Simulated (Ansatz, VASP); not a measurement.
**Hf2Mo in VASP and in Ansatz**

File INCAR:

```
SYSTEM = Hf2Mo
PREC = Accurate
ENCUT = 600
EDIFF = 1E-6
ISMEAR = 0
SIGMA = 0.1
LREAL = .FALSE.
LASPH = .TRUE.
NELM = 100
ALGO = Fast
ISIF = 3
LWAVE = .FALSE.
LCHARG = .FALSE.
GGA = PE
IBRION = 2
NSW = 90
EDIFFG = -0.04
```

File KPOINTS:

```
Automatic mesh
0
G
  6 6 6
  0 0 0
```

Contents of POSCAR:

```
Hf2Mo
1.0
    1.7462518176      1.0081989570      5.2741272029
   -1.7462518176      1.0081989570      5.2741272029
    0.0000000000     -2.0163979139      5.2741272029
Hf Mo
2 1
Direct
    0.7500000000      0.7500000000      0.7500000000
    0.2500000000      0.2500000000      0.2500000000
    0.0000000000      0.0000000000      0.0000000000
```

Input for Ansatz:

```yaml
crystal:
  lattice:
    - [1.7462518176, 1.008198957, 5.2741272029]
    - [-1.7462518176, 1.008198957, 5.2741272029]
    - [0.0, -2.0163979139, 5.2741272029]
  atoms:
    - { symbol: Hf, position: [0.75, 0.75, 0.75] }
    - { symbol: Hf, position: [0.25, 0.25, 0.25] }
    - { symbol: Mo, position: [0.0, 0.0, 0.0] }
basis:
  ecutwfc: 420
kpoints:
  mp_grid: { grid: [6, 6, 6] }
hamiltonian:
  xc: pbe
scf:
  occupations: { method: gaussian, width: 0.1 }
  lower_state_search: "off"
output:
  forces: true
  stress: true
  eigenvalues: true
relax:
  adjacent_minimum: "off"
  f_tol: 0.04
  max_steps: 70
  cell: { stress_tol: 0.4 }
```

Alike in both runs: task relaxation of cell and atoms; functional PBE; k mesh 6 × 6 × 6; occupations gaussian, width 0.1 eV; no spin polarisation.

|  | VASP | Ansatz |
| --- | --- | --- |
| version | VASP 6.6.1 | Ansatz 0.2.0 |
| potentials or method | VASP PAW PBE potentials, release 64 (Hf_pv, Mo_sv), cutoff 600 eV | scalar-relativistic, plane waves, PAW |
| valence electrons in the cell | 34 | 66 |

|  | VASP | Ansatz | Ansatz less VASP |
| --- | --- | --- | --- |
| gap on the k mesh at the Fermi level, each at its own relaxed structure (eV) | none | none | - |
| relaxed volume (Å³/atom) | 20.39 | 20.46 | +0.072 |
| relaxed cell length with the largest relative difference (Å) | 6.847 | 6.867 | +0.0198 |

A gap of «none» marks a metal or a gap that the smearing closes. VASP's potentials hold 34 valence electrons a cell and Ansatz's 66, so a difference there can come from the potentials and not from the codes.

Neither program's run includes spin-orbit coupling.
